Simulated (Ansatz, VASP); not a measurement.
BP: VASP beside Ansatz

The input INCAR:

```
  PREC = Accurate
  ENCUT = 520
  EDIFF = 1E-6
  ISMEAR = 0
  SIGMA = 0.01
  LREAL = F
  LASPH = T
  NELM = 80
  ALGO = Normal
  ISIF = 2
  LWAVE = F
  LCHARG = F
  GGA = PE
  NBANDS = 16
```

Contents of KPOINTS:

```
regular mesh
0
Gamma
  9 9 2
```

Contents of POSCAR:

```
BP
1.0
    3.2141967403      0.0000000000      0.0000000000
   -1.6070983702      2.7835760299      0.0000000000
    0.0000000000      0.0000000000      9.8653626343
B P
2 2
Direct
    0.3333333333      0.6666666667      0.2500000000
    0.6666666667      0.3333333333      0.7500000000
    0.6666666667      0.3333333333      0.2500000000
    0.3333333333      0.6666666667      0.7500000000
```

Input for Ansatz:

```yaml
crystal:
  lattice:
    - [3.2141967403, 0.0, 0.0]
    - [-1.6070983702, 2.7835760299, 0.0]
    - [0.0, 0.0, 9.8653626343]
  atoms:
    - { symbol: B, position: [0.3333333333, 0.6666666667, 0.25] }
    - { symbol: B, position: [0.6666666667, 0.3333333333, 0.75] }
    - { symbol: P, position: [0.6666666667, 0.3333333333, 0.25] }
    - { symbol: P, position: [0.3333333333, 0.6666666667, 0.75] }
kpoints:
  mp_grid: { grid: [9, 9, 2] }
hamiltonian:
  xc: pbe
scf:
  occupations: { method: fixed }
  n_extra_bands: 5
output:
  forces: true
  stress: true
  eigenvalues: true
```

Alike in both runs: task single point; functional PBE; k mesh 9 × 9 × 2; no spin polarisation.

```csv
,VASP,Ansatz
version,VASP 6.6.1,Ansatz 0.2.0
potentials or method,"VASP PAW PBE potentials, release 64 (B, P)","plane waves, PAW"
plane-wave cutoff (eV),520,420
occupations,"gaussian, width 0.01 eV",fixed
valence electrons in the cell,16,16
```

|  | VASP | Ansatz | Ansatz less VASP |
| --- | --- | --- | --- |
| gap on the k mesh at the Fermi level (eV) | 0.90 | 0.89 | -0.012 |
| pressure (GPa) | -0.1 | 0.0 | +0.13 |
| traceless stress, the component that is largest in VASP (GPa) | 0.11 | 0.01 | -0.104 |
